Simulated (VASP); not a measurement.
# MoH4 in VASP: a series of runs, part 2 of 2

VASP 6.6.1. The steps go on from the part before.

**5. Single point, PBE, collinear spin, ferromagnetic start**

This run uses another cell than the first one, of 49.05 Å³/atom, 1.087 times its volume.

File INCAR:

```
PREC = Accurate
ENCUT = 520
EDIFF = 1E-6
ISMEAR = 0
SIGMA = 0.1
LREAL = False
LASPH = True
NELM = 150
ALGO = Normal
ISIF = 2
LWAVE = False
LCHARG = False
ISPIN = 2
MAGMOM = 0 0 0 0 0.45
LORBIT = 11
LMAXMIX = 4
LDIPOL = True
IDIPOL = 3
DIPOL = 0.5 0.5 0.296
GGA = PE
NBANDS = 21
```

File KPOINTS:

```
Automatic mesh
0
Gamma
  12 12 1
```

File POSCAR:

```
MoH4
1.0
    3.1421096450      0.0000000000      0.0000000000
    0.0000000000      3.1421096450      0.0000000000
    0.0000000000      0.0000000000     24.8414926000
H Mo
4 1
Direct
    0.6804695928      0.0000000000      0.2884874795
    0.3195304072      0.0000000000      0.2884874795
    0.0000000000      0.6804695928      0.2884874795
    0.0000000000      0.3195304072      0.2884874795
    0.5000000000      0.5000000000      0.3241770666
```

Potentials or basis: VASP PAW PBE potentials, release 64 (H, Mo_sv).

Launch:

```sh
cat potpaw_PBE.64/H/POTCAR potpaw_PBE.64/Mo_sv/POTCAR > POTCAR
mpirun -np 1 vasp_std > vasp.out
```

OUTCAR:

```text
PREC = Accurate
   ENCUT = 520
   EDIFF = 1E-6
   ISMEAR = 0
   LREAL = False
   LASPH = True
   NELM = 150
   ISIF = 2
   ISPIN = 2
   LORBIT = 11
   GGA = PE

 ion  position               nearest neighbor table
   1  0.680  0.000  0.288-   5 1.89   5 1.89
   2  0.320  0.000  0.288-   5 1.89   5 1.89
   3  0.000  0.680  0.288-   5 1.89   5 1.89
   4  0.000  0.320  0.288-   5 1.89   5 1.89
   5  0.500  0.500  0.324-   1 1.89   2 1.89   3 1.89   4 1.89   1 1.89   2 1.89   3 1.89   4 1.89

  LATTYP: Found a simple tetragonal cell.
 ALAT       =     3.1421096450
 C/A-ratio  =     7.9059916447

  Lattice vectors:

 A1 = (   3.1421096450,   0.0000000000,   0.0000000000)
 A2 = (   0.0000000000,   3.1421096450,   0.0000000000)
 A3 = (   0.0000000000,   0.0000000000,  24.8414926000)

Analysis of symmetry for initial positions (statically):
[... 1368 lines left out ...]

  FORCE on cell =-STRESS in cart. coord.  units (eV):
  Direction    XX          YY          ZZ          XY          YZ          ZX
  --------------------------------------------------------------------------------------
  -------------------------------------------------------------------------------------
  Total        0.3319182      0.3319182      0.2473262      0.0000000      0.0000000      0.0000000
  in kB        2.1683094      2.1683094      1.6156986      0.0000000      0.0000000      0.0000000
  external PRESSURE =       1.9841058 kB  Pullay stress =       0.0000000 kB

 VOLUME and BASIS-vectors are now :
 -----------------------------------------------------------------------------
  energy-cutoff  :      520.00
  volume of cell :      245.26
      direct lattice vectors                 reciprocal lattice vectors
     3.142109645  0.000000000  0.000000000     0.318257513  0.000000000  0.000000000
     0.000000000  3.142109645  0.000000000     0.000000000  0.318257513  0.000000000
     0.000000000  0.000000000 24.841492600     0.000000000  0.000000000  0.040255230

 POSITION                                       TOTAL-FORCE (eV/Angst)
 -----------------------------------------------------------------------------------
      2.13811      0.00000      7.16646         0.050185      0.000000     -0.085018
      1.00400      0.00000      7.16646        -0.050185      0.000000     -0.085018
      0.00000      2.13811      7.16646         0.000000      0.050185     -0.085018
      0.00000      1.00400      7.16646         0.000000     -0.050185     -0.085018
      1.57105      1.57105      8.05304         0.000000      0.000000      0.340071
 -----------------------------------------------------------------------------------
    total drift:                                0.000000      0.000000      0.000150

  FREE ENERGIE OF THE ION-ELECTRON SYSTEM (eV)
  ---------------------------------------------------
  free  energy   TOTEN  =       -19.8231261993 eV

  energy  without entropy=      -19.8139301916  energy(sigma->0) =      -19.81852820

 vacuum level on the upper side and lower side of the slab         1.631         1.405

 total charge

# of ion       s       p       d       tot
------------------------------------------
    1        0.509   0.037   0.000   0.546
    2        0.509   0.037   0.000   0.546
    3        0.509   0.037   0.000   0.546
    4        0.509   0.037   0.000   0.546
    5        2.260   6.115   4.126  12.501
--------------------------------------------------
tot          4.297   6.262   4.126  14.686

 magnetization (x)

# of ion       s       p       d       tot
------------------------------------------
    1       -0.007   0.001   0.000  -0.006
    2       -0.007   0.001   0.000  -0.006
    3       -0.007   0.001   0.000  -0.006
    4       -0.007   0.001   0.000  -0.006
    5        0.031   0.013   0.738   0.781
--------------------------------------------------
tot          0.005   0.016   0.738   0.759
```

OSZICAR:

```text
N       E                     dE             d eps       ncg     rms          rms(c)
DAV:   1     0.531078624537E+02    0.53108E+02   -0.92129E+03  3216   0.594E+02
DAV:   2    -0.174197531730E+02   -0.70528E+02   -0.67823E+02  3073   0.149E+02
DAV:   3    -0.213473566173E+02   -0.39276E+01   -0.37255E+01  3000   0.257E+01
[... 24 lines left out ...]
DAV:  28    -0.198231170995E+02   -0.12264E-04   -0.33508E-07  2262   0.299E-03    0.304E-04
DAV:  29    -0.198231215904E+02   -0.44908E-05   -0.91991E-08  2117   0.148E-03    0.172E-04
DAV:  30    -0.198231236886E+02   -0.20982E-05   -0.33815E-08  2085   0.762E-04    0.109E-04
DAV:  31    -0.198231253034E+02   -0.16148E-05   -0.19516E-08  2096   0.445E-04    0.691E-05
DAV:  32    -0.198231261993E+02   -0.89589E-06   -0.56163E-09  2159   0.237E-04
   1 F= -.19823126E+02 E0= -.19818528E+02  d E =-.919601E-02  mag=     0.9996
```

stdout:

```text
POSCAR found type information on POSCAR H Mo
 POSCAR found :  2 types and       5 ions
 scaLAPACK will be used
 LDA part: xc-table for (Slater+PW92), standard interpolation
 POSCAR, INCAR and KPOINTS ok, starting setup
 FFT: planning ... GRIDC
 FFT: planning ... GRID_SOFT
 FFT: planning ... GRID
 WAVECAR not read
 entering main loop
```

Wall time 4.9 min (1 thread of Intel Xeon 6975P-C (Granite Rapids), shared host); peak memory 0.52 GiB.

What came out:

```yaml
Free_energy: -19.8231 eV
Largest_force: 0.340 eV/Å
Net_moment: 1.00 μB per cell
Site_moments: H -0.01; Mo +0.78 μB
Valence_electrons_inside_the_program's_atomic_spheres: H 0.55; Mo 12.50
```

Forces in eV/Å, atoms in the order of the input:
```
H    0.050  0.000 -0.085
H   -0.050  0.000 -0.085
H    0.000  0.050 -0.085
H    0.000 -0.050 -0.085
Mo   0.000  0.000  0.340
```

Levels at points of the mesh, in eV from the Fermi level:
Spin up:
| k point | band 5 | band 6 | band 7 | band 8 | band 9 | band 10 | band 11 | band 12 | band 13 | band 14 |
| --- | --- | --- | --- | --- | --- | --- | --- | --- | --- | --- |
| (0.00, 0.00, 0.00) | -11.98 | -6.07 | -2.14 | -0.71 | -0.71 | -0.51 | 1.04 | 3.65 | 4.27 | 4.28 |
| (0.50, 0.00, 0.00) | -9.70 | -8.30 | -1.81 | -1.01 | -0.81 | 0.36 | 1.39 | 3.99 | 4.62 | 5.73 |
| (0.50, 0.50, 0.00) | -7.36 | -7.36 | -7.20 | 0.01 | 0.93 | 0.93 | 2.10 | 2.15 | 5.78 | 7.93 |
Spin down:
```csv
k point,band 6,band 7,band 8,band 9,band 10,band 11,band 12,band 13
"(0.00, 0.00, 0.00)",-5.92,-1.60,-0.30,-0.30,0.39,1.46,3.73,4.41
"(0.50, 0.00, 0.00)",-8.22,-1.55,-0.33,-0.19,0.93,2.09,4.59,4.64
"(0.50, 0.50, 0.00)",-7.28,-7.14,1.22,1.45,1.45,2.31,2.55,6.24
```

**6. Single point, PBE, collinear spin, ferromagnetic start**

This run uses another cell than the first one, of 49.05 Å³/atom, 1.087 times its volume.

File INCAR:

```
PREC = Accurate ; ENCUT = 520
EDIFF = 1E-6 ; ISMEAR = 0
SIGMA = 0.1 ; LREAL = False
LASPH = True ; NELM = 150
ALGO = Normal ; ISIF = 2
LWAVE = False ; LCHARG = False
ISPIN = 2 ; MAGMOM = 0 0 0 0 1
LORBIT = 11 ; LMAXMIX = 4
LDIPOL = True ; IDIPOL = 3
DIPOL = 0.5 0.5 0.296 ; GGA = PE
NBANDS = 21
```

File KPOINTS:

```
regular mesh
0
Gamma
  6 6 1
```

POSCAR is that of step 5.

Potentials or basis: VASP PAW PBE potentials, release 64 (H, Mo_sv).

Launch:

```sh
cat potpaw_PBE.64/H/POTCAR potpaw_PBE.64/Mo_sv/POTCAR > POTCAR
mpirun -np 1 vasp_std > vasp.out
```

Run time: 1.9 min. Hardware: 1 thread of Intel Xeon 6975P-C (Granite Rapids), shared host; peak memory 0.42 GiB.

It converged, with:

```yaml
Free_energy: -19.8450 eV
Largest_force: 0.251 eV/Å
Net_moment: 0.95 μB per cell
Site_moments: H -0.01; Mo +0.79 μB
Valence_electrons_inside_the_program's_atomic_spheres: H 0.55; Mo 12.50
```

Forces in eV/Å, atoms in the order of the input:
```
H    0.037  0.000 -0.063
H   -0.037  0.000 -0.063
H    0.000  0.037 -0.063
H    0.000 -0.037 -0.063
Mo   0.000  0.000  0.251
```

Levels at points of the mesh, in eV from the Fermi level:
Spin up:
| k point | band 6 | band 7 | band 8 | band 9 | band 10 | band 11 | band 12 | band 13 |
| --- | --- | --- | --- | --- | --- | --- | --- | --- |
| (0.00, 0.00, 0.00) | -6.09 | -2.14 | -0.70 | -0.70 | -0.48 | 1.06 | 3.66 | 4.17 |
| (0.50, 0.00, 0.00) | -8.30 | -1.79 | -1.02 | -0.78 | 0.38 | 1.38 | 3.99 | 4.62 |
| (0.50, 0.50, 0.00) | -7.36 | -7.19 | 0.02 | 0.94 | 0.94 | 2.11 | 2.12 | 5.79 |
Spin down:
| k point | band 6 | band 7 | band 8 | band 9 | band 10 | band 11 | band 12 | band 13 |
| --- | --- | --- | --- | --- | --- | --- | --- | --- |
| (0.00, 0.00, 0.00) | -5.90 | -1.60 | -0.31 | -0.31 | 0.32 | 1.44 | 3.71 | 4.39 |
| (0.50, 0.00, 0.00) | -8.22 | -1.57 | -0.37 | -0.17 | 0.92 | 2.09 | 4.56 | 4.62 |
| (0.50, 0.50, 0.00) | -7.29 | -7.16 | 1.22 | 1.44 | 1.44 | 2.28 | 2.59 | 6.24 |

**7. The runs side by side**

| spin | cell | k mesh | gap on the mesh (eV) | moment (μB) | largest force (eV/Å) |
| --- | --- | --- | --- | --- | --- |
| off | a = 3.879, b = 3.879, c = 15.000 Å, 5 atoms | 4 × 4 × 1 | none | - | 3.31 |
| off | a = 3.105, b = 3.105, c = 24.841 Å, 5 atoms | 4 × 4 × 1 | none | - | - |
| collinear, ferromagnetic start | a = 3.144, b = 3.144, c = 24.841 Å, 5 atoms | 12 × 12 × 1 | none | 1.02 | 0.02 |
| collinear, ferromagnetic start | a = 3.142, b = 3.142, c = 24.841 Å, 5 atoms | 12 × 12 × 1 | none | 1.00 | 0.34 |
| collinear, ferromagnetic start | a = 3.142, b = 3.142, c = 24.841 Å, 5 atoms | 6 × 6 × 1 | none | 0.95 | 0.25 |

Alike in all rows: task single point; level PBE; potentials or basis VASP PAW PBE potentials, release 64 (H, Mo_sv); cutoff (eV) 520; smearing gaussian 0.1 eV.

Caveats: some runs use coarse meshes.

Total energies depend on the potentials used, so only differences within one code and one set of settings carry meaning.
